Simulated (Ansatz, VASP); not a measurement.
# Al in VASP and in Ansatz

```xyz
1
Lattice="0.0000 1.9918 1.9918 1.9918 0.0000 1.9918 1.9918 1.9918 0.0000" Properties=species:S:1:pos:R:3 pbc="T T T"
Al    0.0000    0.0000    0.0000
```

Alike in both runs: functional LDA; k mesh 18 × 18 × 18; occupations gaussian, width 0.1 eV; no spin polarisation.

Ansatz relaxed the structure, and its values are those at the end. VASP's run is a single point on that final structure, the one shown.

|  | VASP | Ansatz |
| --- | --- | --- |
| version | VASP 6.6.1 | Ansatz 0.2.0 |
| potentials or method | VASP PAW LDA potentials, release 64 (Al), cutoff 500 eV | scalar-relativistic, plane waves, PAW |
| valence electrons in the cell | 3 | 3 |

VASP gave:

| Quantity | Value |
| --- | --- |
| gap on the k mesh at the Fermi level (eV) | none |
| pressure (GPa) | 0.1 |

Which values does Ansatz return?

gap on the k mesh at the Fermi level (eV): none; pressure (GPa): 0.0.

Ansatz warns that its potentials were made for another functional, while VASP's fit it. LDA's correlation is that of Perdew and Zunger in VASP and of Perdew and Wang (1992) in Ansatz. A gap of «none» marks a metal or a gap that the smearing closes.
